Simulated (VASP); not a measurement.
# Ge (Fd-3m) in VASP: notebook

The runs below take Ge through single point, with r2SCAN.

All numbers are computed with VASP 6.6.1; they aren't measurements. Logs are shortened: lines on timing, memory, paths and dates and some standing lists are left out, and cuts for length are marked.

**The experiment to reproduce.**

From “Electronic and optical properties of SixGe1-x-ySny alloys lattice-matched to Ge”, 2021, arxiv:2109.02782, for a bulk crystal of Ge at 293 K: band gap 0.666 eV (indirect).

The results are compared with them further down.

## Step 1: The cell of the first run

It takes space group Fd-3m (No. 227, cubic). Conventional cell: a = 5.559 Å, b = 5.559 Å, c = 5.559 Å, α = 90.00°, β = 90.00°, γ = 90.00°. Within 3.2 Å of Ge (site symmetry -43m) lie 4 Ge at 2.41 Å.

## Step 2: Single point, r2SCAN (volume scaled by 0.94)

POSCAR reads:

```
Ge
1.0
    0.0000000000      2.7795797011      2.7795797011
    2.7795797011      0.0000000000      2.7795797011
    2.7795797011      2.7795797011      0.0000000000
Ge
2
Direct
    0.0000000000      0.0000000000      0.0000000000
    0.2500000000      0.2500000000      0.2500000000
```

INCAR.step1 reads:

```
ALGO = Normal
EDIFF = 1E-4
ENCUT = 520
GGA = PE
ISMEAR = 0
LASPH = True
LCHARG = False
LREAL = False
LWAVE = True
NBANDS = 21
NELM = 60
PREC = Accurate
SIGMA = 0.02
```

INCAR.step2 reads:

```
ALGO = Normal
EDIFF = 1E-7
ENCUT = 520
ISIF = 2
ISMEAR = 0
ISTART = 1
LASPH = True
LCHARG = False
LMIXTAU = True
LREAL = False
LWAVE = False
METAGGA = R2SCAN
NBANDS = 21
NELM = 60
PREC = Accurate
SIGMA = 0.02
```

KPOINTS reads:

```
k-points
0
Gamma
  12 12 12
```

Potentials or basis: VASP PAW PBE potentials, release 64 (Ge_d).

Launch:

```sh
cat potpaw_PBE.64/Ge_d/POTCAR > POTCAR
cp INCAR.step1 INCAR
mpirun -np 1 vasp_std > vasp.out
cp INCAR.step2 INCAR
mpirun -np 1 vasp_std > vasp.out
```

OUTCAR:

```text
EDIFF = 1E-7
   ENCUT = 520
   ISIF = 2
   ISMEAR = 0
   ISTART = 1
   LASPH = True
   LREAL = False
   METAGGA = R2SCAN
   NELM = 60
   PREC = Accurate

 ion  position               nearest neighbor table
   1  0.000  0.000  0.000-   2 2.41   2 2.41   2 2.41   2 2.41
   2  0.250  0.250  0.250-   1 2.41   1 2.41   1 2.41   1 2.41

  LATTYP: Found a face centered cubic cell.
 ALAT       =     5.5591594022

  Lattice vectors:

 A1 = (   0.0000000000,   2.7795797011,   2.7795797011)
 A2 = (   2.7795797011,   0.0000000000,   2.7795797011)
 A3 = (   2.7795797011,   2.7795797011,   0.0000000000)

Analysis of symmetry for initial positions (statically):
=====================================================================
 Subroutine PRICEL returns:
 Original cell was already a primitive cell.

 Routine SETGRP: Setting up the symmetry group for a
 face centered cubic supercell.

 Subroutine GETGRP returns: Found 48 space group operations
 (whereof 24 operations were pure point group operations)
 out of a pool of 48 trial point group operations.

The static configuration has the point symmetry T_d .
 The point group associated with its full space group is O_h .

Analysis of symmetry for dynamics (positions and initial velocities):
=====================================================================
 Subroutine PRICEL returns:
 Original cell was already a primitive cell.

 Routine SETGRP: Setting up the symmetry group for a
 face centered cubic supercell.

 Subroutine GETGRP returns: Found 48 space group operations
 (whereof 24 operations were pure point group operations)
 out of a pool of 48 trial point group operations.

The dynamic configuration has the point symmetry T_d .
 The point group associated with its full space group is O_h .

 Subroutine INISYM returns: Found 48 space group operations
 (whereof 24 operations are pure point group operations),
 and found     1 'primitive' translations

----------------------------------------------------------------------------------------

                                     Primitive cell

  volume of cell :      42.9504

  direct lattice vectors                    reciprocal lattice vectors
     0.000000000  2.779579701  2.779579701    -0.179883311  0.179883311  0.179883311
[... 75 lines left out ...]
   NGXF,Y,Z  is equivalent  to a cutoff of  25.38, 25.38, 25.38 a.u.
 SYSTEM =  unknown system
   PREC   = accura    normal or accurate (medium, high low for compatibility)
   ISTART =      1    job   : 0-new  1-cont  2-samecut
   ICHARG =      0    charge: 1-file 2-atom 10-const
   ISPIN  =      1    spin polarized calculation?
   LNONCOLLINEAR =      F non collinear calculations
   LSORBIT =      F    spin-orbit coupling
   LASPH  =      T    aspherical Exc in radial PAW
   ENCUT  =  520.0 eV  38.22 Ry    6.18 a.u.   7.31  7.31  7.31*2*pi/ulx,y,z
   NELM   =     60;   NELMIN=  2; NELMDL=  0     # of ELM steps
   EDIFF  = 0.1E-06   stopping-criterion for ELM
   LREAL  =      F    real-space projection
   EDIFFG = 0.1E-05   stopping-criterion for IOM
   NSW    =      0    number of steps for IOM
   IBRION =     -1    ionic relax: 0-MD 1-quasi-New 2-CG
   NFREE  =      0    steps in history (QN), initial steepest desc. (CG)
   ISIF   =      2    stress and relaxation
   ISYM   =      2    0-nonsym 1-usesym 2-fastsym
   POTIM  = 0.5000    time-step for ionic-motion
   TEBEG  =    0.0;   TEEND  =   0.0 temperature during run
   PSTRESS=    0.0 pullay stress
   NELECT =      28.0000    total number of electrons
   NUPDOWN=      -1.0000    fix difference up-down
   EMIN   =  10.00;   EMAX   =-10.00  energy-range for DOS
   EFERMI =   0.00;   METHOD = LEGACY
   ISMEAR =     0;   SIGMA  =   0.02  broadening in eV -4-tet -1-fermi 0-gaus
   EFERMI_NEDOS =   21; number of points for ismear=-14 and -15
   IALGO  =     38    algorithm
   IMIX   =      4    mixing-type and parameters
     AMIX     =   0.40;   BMIX     =  1.00
     AMIX_MAG =   1.60;   BMIX_MAG =  1.00
  volume/ion in A,a.u.               =      21.48       144.92
  Fermi-wavevector in a.u.,A,eV,Ry     =   1.419510  2.682484 27.415847  2.015008
  Thomas-Fermi vector in A             =   2.540523
   LORBIT       =      0    0 simple, 1 ext, 2 COOP (PROOUT), +10 PAW based schemes
   METAGGA = R2SCAN    functional components
   LHFCALC =     F    Hartree Fock is set to
   AEXX    =    0.0000 exact exchange contribution
   IVDW    =     0    specifies the selected vdW correction
   LEPSILON=     F    determine dielectric tensor
   LRPA    =     F    only Hartree local field effects (RPA)
 non-spin polarized calculation
 Gauss-broadening in eV      SIGMA  =   0.02
  energy-cutoff  :      520.00
  volume of cell :       42.95
 maximum number of plane-waves:      1185
 NGX is ok and might be reduce to    30
   NGX = 15   NGY = 15   NGZ = 15

 number of electron      28.0000005 magnetization

 Free energy of the ion-electron system (eV)
  ---------------------------------------------------
  ext. energy  EPLUGINS =         0.00000000
  ---------------------------------------------------
  free energy    TOTEN  =       -27.70106384 eV

  energy without entropy =      -27.70106384  energy(sigma->0) =      -27.70106384

 E-fermi :   5.5432     XC(G=0): -11.0983

 val. band max:        5.3359578544   @ k =   0.0000   0.0000   0.0000
 cond. band min:       5.9604242603   @ k =   0.5000   0.0000   0.0000
 fundamental gap:      0.6244664059
 Fermi energy:         5.5431901025

 k-point     1 :       0.0000    0.0000    0.0000
  band No.  band energies     occupation
      1     -20.2437      2.00000
      2     -20.2437      2.00000
      3     -20.2437      2.00000
      4     -20.1997      2.00000
      5     -20.1997      2.00000
      6     -19.9512      2.00000
[... 565 lines left out ...]
     20      15.7530      0.00000
     21      16.6109      0.00000

 [... further k-points ...]
[... 5 lines left out ...]
  --------------------------------------------------------------------------------------
  -------------------------------------------------------------------------------------
  Total        1.3937076      1.3937076      1.3937076      0.0000000     -0.0000000      0.0000000
  in kB       51.9894069     51.9894069     51.9894069      0.0000000     -0.0000000      0.0000000
  external PRESSURE =      51.9894069 kB  Pullay stress =       0.0000000 kB

 VOLUME and BASIS-vectors are now :
 -----------------------------------------------------------------------------
  energy-cutoff  :      520.00
  volume of cell :       42.95
      direct lattice vectors                 reciprocal lattice vectors
     0.000000000  2.779579701  2.779579701    -0.179883311  0.179883311  0.179883311
     2.779579701  0.000000000  2.779579701     0.179883311 -0.179883311  0.179883311
     2.779579701  2.779579701  0.000000000     0.179883311  0.179883311 -0.179883311

 POSITION                                       TOTAL-FORCE (eV/Angst)
 -----------------------------------------------------------------------------------
      0.00000      0.00000      0.00000        -0.000000     -0.000000     -0.000000
      1.38979      1.38979      1.38979         0.000000      0.000000      0.000000
 -----------------------------------------------------------------------------------
    total drift:                                0.000000      0.000000      0.000000

  FREE ENERGIE OF THE ION-ELECTRON SYSTEM (eV)
  ---------------------------------------------------
  free  energy   TOTEN  =       -27.7010638375 eV

  energy  without entropy=      -27.7010638375  energy(sigma->0) =      -27.70106384
```

OSZICAR.step1:

```text
N       E                     dE             d eps       ncg     rms          rms(c)
DAV:   1     0.188319224772E+03    0.18832E+03   -0.14478E+04  3377   0.368E+03
DAV:   2     0.182329283055E+02   -0.17009E+03   -0.16433E+03  3024   0.627E+02
DAV:   3    -0.814348299372E+01   -0.26376E+02   -0.26202E+02  3449   0.142E+02
DAV:   4    -0.901592224279E+01   -0.87244E+00   -0.87203E+00  3419   0.301E+01
DAV:   5    -0.903007226741E+01   -0.14150E-01   -0.14150E-01  3459   0.421E+00    0.344E+00
DAV:   6    -0.895948948988E+01    0.70583E-01   -0.24286E-02  3433   0.136E+00    0.204E+00
DAV:   7    -0.892316690685E+01    0.36323E-01   -0.55401E-02  3578   0.198E+00    0.151E-01
DAV:   8    -0.892491180907E+01   -0.17449E-02   -0.58966E-03  3359   0.854E-01    0.447E-02
DAV:   9    -0.892504012469E+01   -0.12832E-03   -0.18926E-04  2912   0.176E-01    0.152E-02
DAV:  10    -0.892504959799E+01   -0.94733E-05   -0.21935E-05  2052   0.588E-02
   1 F= -.89250496E+01 E0= -.89250496E+01  d E =-.416722E-20
```

It took 3.8 min on 1 thread of Intel Xeon Platinum 8259CL at 2.50GHz (Skylake/Cascade Lake), shared host; peak memory 0.2 GiB.

What came out:

* Free energy: -27.7011 eV
* Pressure: 5.2 GPa
* Band gap on the k mesh: 0.62 eV, indirect (least direct gap 0.92 eV)

Caveat: the cell differs from its parent crystal (volume scaled by 0.94); the PAW data sets were made with another functional, which shifts forces and pressure a little. A k mesh can miss the band edges.

## Step 3: Single point, r2SCAN (volume scaled by 0.97)

POSCAR reads:

```
Ge
1.0
    0.0000000000      2.8088405851      2.8088405851
    2.8088405851      0.0000000000      2.8088405851
    2.8088405851      2.8088405851      0.0000000000
Ge
2
Direct
    0.0000000000      0.0000000000      0.0000000000
    0.2500000000      0.2500000000      0.2500000000
```

INCAR.step1 reads:

```
PREC = Accurate ; ENCUT = 520
ISMEAR = 0 ; SIGMA = 0.02
LREAL = False ; LASPH = True
NELM = 60 ; NBANDS = 21
GGA = PE ; ALGO = Normal
EDIFF = 1E-4 ; LWAVE = True
LCHARG = False
```

INCAR.step2 reads:

```
PREC = Accurate ; ENCUT = 520
EDIFF = 1E-7 ; ISMEAR = 0
SIGMA = 0.02 ; LREAL = False
LASPH = True ; NELM = 60
ALGO = Normal ; ISIF = 2
LWAVE = False ; LCHARG = False
METAGGA = R2SCAN ; LMIXTAU = True
NBANDS = 21 ; ISTART = 1
```

KPOINTS reads:

```
regular mesh
0
Gamma
  12 12 12
```

Potentials or basis: VASP PAW PBE potentials, release 64 (Ge_d).

Launch:

```sh
cat potpaw_PBE.64/Ge_d/POTCAR > POTCAR
cp INCAR.step1 INCAR
mpirun -np 1 vasp_std > vasp.out
cp INCAR.step2 INCAR
mpirun -np 1 vasp_std > vasp.out
```

It took 4.1 min on 1 thread of Intel Xeon Platinum 8259CL at 2.50GHz (Skylake/Cascade Lake), shared host; peak memory 0.2 GiB.

The run converged. Its results:

```
Free energy            : -27.7338 eV
Pressure               : 2.4 GPa
Band gap on the k mesh : 0.52 eV, indirect (least direct gap 0.61 eV)
```

Levels at points of the mesh, in eV from the valence-band top:
```csv
k point,band 10,band 11,band 12,band 13,band 14,band 15,band 16,band 17,band 18,band 19
"(0.00, 0.00, 0.00)",-25.23,-13.48,0.00,0.00,0.00,0.61,2.72,2.72,2.72,7.13
"(0.50, 0.00, 0.00)",-25.21,-11.23,-7.97,-1.52,-1.52,0.52,4.01,4.01,7.67,11.36
"(0.50, 0.50, 0.00)",-25.19,-9.30,-9.30,-3.31,-3.31,0.95,0.95,10.29,10.29,12.58
```

Caveat: the cell differs from its parent crystal (volume scaled by 0.97); the PAW data sets were made with another functional, which shifts forces and pressure a little. A k mesh can miss the band edges.

## Step 4: Single point, r2SCAN

This run uses another cell than the first one, of 22.85 Å³/atom, 1.064 times its volume.

POSCAR reads:

```
Ge
1.0
    0.0000000000      2.8375042035      2.8375042035
    2.8375042035      0.0000000000      2.8375042035
    2.8375042035      2.8375042035      0.0000000000
Ge
2
Direct
    0.0000000000      0.0000000000      0.0000000000
    0.2500000000      0.2500000000      0.2500000000
```

INCAR.step1 reads:

```
PREC = Accurate
ENCUT = 520
ISMEAR = 0
SIGMA = 0.02
LREAL = F
LASPH = T
NELM = 80
NBANDS = 21
GGA = PE
ALGO = Normal
EDIFF = 1E-4
LWAVE = T
LCHARG = F
```

INCAR.step2 reads:

```
PREC = Accurate
ENCUT = 520
EDIFF = 1E-6
ISMEAR = 0
SIGMA = 0.02
LREAL = F
LASPH = T
NELM = 80
ALGO = Normal
ISIF = 2
LWAVE = F
LCHARG = T
METAGGA = R2SCAN
LMIXTAU = T
LELF = T
LVHAR = T
NBANDS = 21
ISTART = 1
```

KPOINTS is that of step 3.

Launch:

```sh
cat potpaw_PBE.64/Ge_d/POTCAR > POTCAR
cp INCAR.step1 INCAR
mpirun -np 1 vasp_std > vasp.out
cp INCAR.step2 INCAR
mpirun -np 1 vasp_std > vasp.out
```

Wall time 3.8 min (1 thread of Intel Xeon Platinum 8259CL at 2.50GHz (Skylake/Cascade Lake), shared host); peak memory 0.2 GiB.

Results (log left out):

- Free energy: -27.7444 eV
- Pressure: 0.1 GPa
- Band gap on the k mesh: 0.32 eV, direct

Levels at points of the mesh, in eV from the valence-band top:
```tsv
k point	band 11	band 12	band 13	band 14	band 15	band 16	band 17	band 18
(0.00, 0.00, 0.00)	-13.23	0.00	0.00	0.00	0.32	2.71	2.71	2.71
(0.50, 0.00, 0.00)	-11.06	-7.82	-1.47	-1.47	0.41	3.99	3.99	7.65
(0.50, 0.50, 0.00)	-9.18	-9.18	-3.19	-3.19	0.98	0.98	10.03	10.03
```

Caveat: the PAW data sets were made with another functional, which shifts forces and pressure a little.

## Step 5: Overview

| cell | gap on the mesh (eV) | pressure (GPa) |
| --- | --- | --- |
| a = 3.931 Å, angles 60.0°, 2 atoms | 0.62 | 5.2 |
| a = 3.972 Å, angles 60.0°, 2 atoms | 0.52 | 2.4 |
| a = 4.013 Å, angles 60.0°, 2 atoms | 0.32 | 0.1 |

Alike in all rows: task single point; level r2SCAN; potentials or basis VASP PAW PBE potentials, release 64 (Ge_d); no spin polarisation; k mesh 12 × 12 × 12; cutoff (eV) 520; smearing gaussian 0.02 eV.

Caveats: the PAW data sets were made with another functional, which shifts forces and pressure a little.

Absolute energies hang on the potentials; compare differences alone.

## Step 6: How close it comes

Step 4. A measured gap of Ge is 0.666 eV (indirect; 293 K; “Electronic and optical properties of SixGe1-x-ySny alloys lattice-matched to Ge”, 2021, arxiv:2109.02782); the calculated 0.32 eV misses it by -0.35 eV. 3 values of this kind are on record (0.666 to 0.807 eV); this one was drawn at random among those near their median. Spin-orbit coupling on Ge is left out. The value is that of r2SCAN on a finite k mesh, which can miss the band edges, without temperature or zero-point motion.
